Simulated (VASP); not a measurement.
A run of VASP 6.6.1 is set up as follows.

INCAR

```
SYSTEM = Si8O17
PREC     = Accurate       ! precision mode
ENCUT    = 520            ! plane-wave cutoff, eV
EDIFF    = 1E-7           ! SCF threshold, eV
ISMEAR   = -1             ! smearing method
SIGMA    = 0.02           ! smearing width, eV
LREAL    = Auto         
LASPH    = .True.         ! aspherical terms in the spheres
NELM     = 150            ! most SCF steps
ALGO     = Normal         ! electronic algorithm
ISIF     = 2              ! what is computed and relaxed
LWAVE    = .False.        ! write WAVECAR
LCHARG   = .False.        ! write CHGCAR
ISPIN    = 2              ! spin polarisation
MAGMOM   = 0 0 0 0 0 0 0 0 0 0 0 0 0 0 0 0 0 0 0 0 0 0 0 0 1.74 ! initial moments
LORBIT   = 11             ! projections on sites
GGA      = PS             ! functional
NBANDS   = 89             ! bands
```

Contents of KPOINTS:

```
regular mesh
0
Gamma
  1 1 1
  0 0 0
```

Contents of POSCAR:

```
Si8O17
1.0
    7.1417960000      0.0000000000      0.0000000000
    0.0000000000      7.1417960000      0.0000000000
    0.0000000000      0.0000000000      8.8208710000
Si O
8 17
Direct
    0.7590107586      0.4956736373      0.1557896040
    0.5194631714      0.7902634015      0.6882086814
    0.5407603354      0.2425160282      0.6592546246
    0.8194297345      0.5277804071      0.7989460451
    0.2477668082      0.5076314137      0.8362892961
    0.1853455349      0.5001963092      0.1883147367
    0.4634408488      0.7574005194      0.3371095666
    0.4815315363      0.2259795715      0.3086429900
    0.6692574249      0.3040271663      0.2224383510
    0.7291723258      0.7090653387      0.7080479921
    0.3550087401      0.3514942180      0.7331588910
    0.2778292743      0.6842396506      0.2545666976
    0.3783082015      0.6943491525      0.8189213968
    0.2863005328      0.3309251622      0.2783171866
    0.6635445762      0.6713577369      0.2584325289
    0.7382316717      0.3432469928      0.7120498645
    0.7625112787      0.5387160317     -0.0183088495
    0.4231148579      0.7105495592      0.5137474519
    0.5408163437      0.2781513222      0.4821632694
    0.2121595184      0.4598703183      0.0130259245
   -0.0264639315      0.4952675770      0.2060680856
    0.5672522710      0.0199949705      0.7024363014
    0.0393318431      0.5426366141      0.7566486348
    0.4946374833     -0.0123498347      0.3238909173
    0.3854352603      0.0495953679      0.0948545784
```

Potentials or basis: VASP PAW PBE potentials, release 64 (Si, O).

Command:

```sh
$ cat potpaw_PBE.64/Si/POTCAR potpaw_PBE.64/O/POTCAR > POTCAR
$ mpirun -np 1 vasp_gam > vasp.out
```

Task: Estimate the site moments.

Result: Si -0.00, +0.00, -0.01; O +0.00, -0.00, +0.02, +0.01, +0.21, +1.37 μB.

Task: What does it give for the largest force?

Result: 3.736 eV/Å.

Task: Predict the pressure.

Result: -1.8 GPa.

Task: Predict the band gap on the k mesh.

Result: 0.88 eV.

Forces on the atoms (eV/Å):
```
Si  -0.819  1.124  3.468
Si  -0.789 -0.111 -1.072
Si   0.262  0.542  1.073
Si  -0.683  0.333 -0.926
Si  -0.475  0.291 -1.309
Si   2.063 -0.863  0.303
Si   2.265  0.559 -0.678
Si   1.269 -1.803  0.303
O   -0.642 -0.225 -1.242
O    0.007 -0.525  0.707
O    0.692 -1.190  0.333
O    0.054  1.141 -0.456
O    0.621  1.270 -0.808
O    0.063 -0.882  0.210
O   -1.566 -0.288 -0.147
O   -0.452 -0.223  1.100
O   -0.147 -0.072 -2.942
O    1.543  1.324  2.710
O   -0.697 -0.116 -0.539
O    1.198 -0.035 -2.252
O   -2.611 -0.014  1.320
O   -1.703 -0.934 -0.261
O    0.988 -0.345  1.240
O   -0.744  0.654 -0.516
O    0.303  0.388  0.381
```

Caveat: the k points lie up to 0.88 Å⁻¹ apart; the PAW data sets were made with another functional, which shifts forces and pressure a little.
